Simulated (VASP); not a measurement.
Runs of VASP 6.6.1 on Pd. The structure is that of space group Im-3m (No. 229), or close to it. The cells are those of the table. 

```tsv
task	cell	gap on the mesh (eV)	pressure (GPa)
relaxation of cell and atoms	relaxed from a = 2.676 Å, angles 70.5, 109.5, 70.5°, 1 atom	none	0.0
relaxation of cell and atoms	relaxed to 10 GPa from a = 2.676 Å, angles 70.5, 109.5, 70.5°, 1 atom	none	10.0
single point	a = 2.644 Å, angles 70.5, 109.5, 70.5°, 1 atom	none	0.3
relaxation of cell and atoms	relaxed to 20 GPa from a = 2.676 Å, angles 70.5, 109.5, 70.5°, 1 atom	none	20.1
single point	a = 2.580 Å, angles 70.5, 109.5, 70.5°, 1 atom	none	(a)
relaxation of cell and atoms	relaxed to 5 GPa from a = 2.676 Å, angles 70.5, 109.5, 70.5°, 1 atom	none	4.9
single point	a = 2.609 Å, angles 70.5, 109.5, 70.5°, 1 atom	none	10.3
single point	a = 2.626 Å, angles 70.5, 109.5, 70.5°, 1 atom	none	5.3
```

Alike in all rows: level LDA; potentials or basis VASP PAW LDA potentials, release 64 (Pd); no spin polarisation; k mesh 10 × 10 × 10; cutoff (eV) 500; smearing fermi-dirac 0.05 eV.

**Question.** Estimate the missing entries.

**Answer.** (a) 20.4.

Caveats: the cell is relaxed towards a set pressure, so the enthalpy falls and the energy may rise (some runs).

A k mesh can miss the band edges, and the runs leave out spin-orbit coupling on Pd.

A gap of «none» marks levels without a gap at the run's occupations.
